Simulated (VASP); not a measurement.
Runs of VASP 6.6.1 on PbSe. The structure is cubic, space group Fm-3m (No. 225). The conventional cell has a = 6.177 Å, b = 6.177 Å, c = 6.177 Å, α = 90.00°, β = 90.00°, γ = 90.00°. Within 4.1 Å of Pb (site symmetry m-3m) lie 6 Se at 3.09 Å. Within 4.1 Å of Se (site symmetry m-3m) lie 6 Pb at 3.09 Å. 

```csv
level,k mesh,gap on the mesh (eV),pressure (GPa)
PBE,6 × 6 × 6,0.38,0.9
PBE,4 × 4 × 4,0.38,0.9
HSE06,4 × 4 × 4,0.81,(a)
PBE-based screened hybrid with 100 % exact exchange,4 × 4 × 4,1.09,-1.9
```

Alike in all rows: no spin polarisation; cell a = 4.368 Å, angles 60.0°, 2 atoms; smearing gaussian 0.01 eV.

Task: Estimate the missing entries.

Result: (a) -0.2.

Caveats: some runs use coarse meshes; spin-orbit coupling is left out, which moves the levels of the heavy elements; the PAW data sets were made with another functional, which shifts forces and pressure a little (at least some runs).

A k mesh can miss the band edges, and the runs leave out spin-orbit coupling on Pb, Se.
